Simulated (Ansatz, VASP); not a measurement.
## One calculation of Be, two programs

The input INCAR:

```
PREC     = Accurate       # precision mode
ENCUT    = 600            # plane-wave cutoff, eV
EDIFF    = 1E-6           # SCF threshold, eV
ISMEAR   = -1             # smearing method
SIGMA    = 0.1            # smearing width, eV
LREAL    = False          # projectors in reciprocal space
LASPH    = True           # aspherical terms in the spheres
NELM     = 120            # most SCF steps
ALGO     = Normal         # electronic algorithm
ISIF     = 2              # what is computed and relaxed
LWAVE    = False          # write WAVECAR
LCHARG   = False          # write CHGCAR
GGA      = CA             # functional
NBANDS   = 7              # bands
GGA_COMPAT= False
```

KPOINTS

```
regular mesh
0
Gamma
  21 21 21
```

Contents of POSCAR:

```
Be
1.0
    1.6996357985      0.0000000000      0.0000000000
    0.0000000000      1.6996357985      0.0000000000
    0.0000000000      0.0000000000      1.6996357985
Be
1
Direct
    0.0000000000      0.0000000000      0.0000000000
```

Input for Ansatz:

```yaml
crystal:
  lattice:
    - [1.6996357985, 0.0, 0.0]
    - [0.0, 1.6996357985, 0.0]
    - [0.0, 0.0, 1.6996357985]
  atoms:
    - { symbol: Be, position: [0.0, 0.0, 0.0] }
kpoints:
  mp_grid: { grid: [21, 21, 21] }
scf:
  occupations: { method: fermi_dirac, width: 0.1 }
hamiltonian:
  xc: lda
  pseudopotentials: { kind: paw }
output:
  forces: true
  stress: true
  eigenvalues: true
  populations: true
```

Change from the starting cell: volume scaled by 0.5, PAW files.

Alike in both runs: task single point; functional LDA; k mesh 21 × 21 × 21; occupations fermi-dirac, width 0.1 eV; no spin polarisation.

|  | VASP | Ansatz |
| --- | --- | --- |
| version | VASP 6.6.1 | Ansatz 0.2.0 |
| potentials or method | VASP PAW LDA potentials, release 64 (Be) | PAW with Ansatz's default frozen-core files, scalar-relativistic |
| plane-wave cutoff (eV) | 600 | 420 |
| valence electrons in the cell | 2 | 2 |

```tsv
	VASP	Ansatz	Ansatz less VASP
pressure (GPa)	168.5	166.9	-1.62
```

LDA's correlation is that of Perdew and Zunger in VASP and of Perdew and Wang (1992) in Ansatz. Both programs put the cell under a high pressure, so it lies far from rest at this level.

Noted on VASP's run: the cell as given lies far from equilibrium.
